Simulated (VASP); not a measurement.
Input of a VASP 6.6.1 run:

File INCAR:

```
ALGO = Normal
EDIFF = 1E-6
EDIFFG = -0.01
ENCUT = 600
GGA = PS
IBRION = 2
ISIF = 3
ISMEAR = -1
LASPH = True
LCHARG = False
LREAL = False
LWAVE = False
NELM = 80
NSW = 60
PREC = Accurate
PSTRESS = 50.0
SIGMA = 0.05
```

KPOINTS

```
k-points
0
Gamma
  10 10 10
```

POSCAR

```
TaN
1.0
    0.0000000000      2.2113230000      2.2113230000
    2.2113230000      0.0000000000      2.2113230000
    2.2113230000      2.2113230000      0.0000000000
Ta N
1 1
Direct
    0.5000000000      0.5000000000      0.5000000000
    0.0000000000      0.0000000000      0.0000000000
```

Potentials or basis: VASP PAW PBE potentials, release 64 (Ta_pv, N).

Run with:

```console
$ cat potpaw_PBE.64/Ta_pv/POTCAR potpaw_PBE.64/N/POTCAR > POTCAR
$ mpirun -np 1 vasp_std > vasp.out
```

(1) What does it give for the relaxed cell?

(2) Predict the band gap on the k mesh.

(3) Estimate the space group after relaxing (to 0.1 Å).

(4) Estimate the relaxed volume.

Answers

(1) a = 3.083 Å, b = 3.083 Å, c = 3.083 Å, α = 60.00°, β = 60.00°, γ = 60.00°.

(2) zero (bands 8 and 9 overlap by 4.19 eV).

(3) Fm-3m (No. 225).

(4) 10.36 Å³/atom.

Caveat: the cell is relaxed towards a set pressure, so the run minimises the enthalpy, not the energy; the PAW data sets were made with another functional, which shifts forces and pressure a little; spin-orbit coupling is left out, which moves the levels of the heavy elements.
